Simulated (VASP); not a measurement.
Here is a VASP 6.6.1 calculation.

The input POSCAR:

```
ZnS
1.0
    0.0000000000      2.7020000000      2.7020000000
    2.7020000000      0.0000000000      2.7020000000
    2.7020000000      2.7020000000      0.0000000000
Zn S
1 1
Direct
    0.7500000000      0.7500000000      0.7500000000
    0.0000000000      0.0000000000      0.0000000000
```

The input INCAR.step1:

```
SYSTEM = ZnS
PREC     = Accurate       ! precision mode
ENCUT    = 520            ! plane-wave cutoff, eV
EDIFF    = 1E-5           ! SCF threshold, eV
ISMEAR   = -1             ! smearing method
SIGMA    = 0.05           ! smearing width, eV
LREAL    = .FALSE.        ! projectors in reciprocal space
LASPH    = .TRUE.         ! aspherical terms in the spheres
NELM     = 80             ! most SCF steps
ALGO     = Normal         ! electronic algorithm
ISIF     = 2              ! what is computed and relaxed
LWAVE    = .TRUE.         ! write WAVECAR
LCHARG   = .FALSE.        ! write CHGCAR
GGA      = PE             ! functional
NBANDS   = 16             ! bands
```

INCAR.step2

```
SYSTEM = ZnS
PREC     = Accurate       ! precision mode
ENCUT    = 520            ! plane-wave cutoff, eV
EDIFF    = 1E-7           ! SCF threshold, eV
ISMEAR   = -1             ! smearing method
SIGMA    = 0.05           ! smearing width, eV
LREAL    = .FALSE.        ! projectors in reciprocal space
LASPH    = .TRUE.         ! aspherical terms in the spheres
NELM     = 80             ! most SCF steps
ALGO     = Normal         ! electronic algorithm
ISIF     = 2              ! what is computed and relaxed
LWAVE    = .FALSE.        ! write WAVECAR
LCHARG   = .FALSE.        ! write CHGCAR
GGA      = PE             ! functional
LHFCALC  = .TRUE.         ! exact exchange
AEXX     = 0.25           ! exact-exchange fraction
HFSCREEN = 0.4            ! screening, 1/A
PRECFOCK = Normal       
ISTART   = 1            
NBANDS   = 16             ! bands
```

The input KPOINTS:

```
Automatic mesh
0
G
  5 5 5
  0 0 0
```

Potentials or basis: VASP PAW PBE potentials, release 64 (Zn, S).

Launch:

```bash
$ cat potpaw_PBE.64/Zn/POTCAR potpaw_PBE.64/S/POTCAR > POTCAR
$ cp INCAR.step1 INCAR
$ mpirun -np 1 vasp_std > vasp.out
$ cp INCAR.step2 INCAR
$ mpirun -np 1 vasp_std > vasp.out
```

(1) Predict the pressure.

(2) What does it give for the band gap on the k mesh?

Results:

(1) 1.3 GPa.

(2) 2.95 eV.

Caveat: the PAW data sets were made with another functional, which shifts forces and pressure a little.
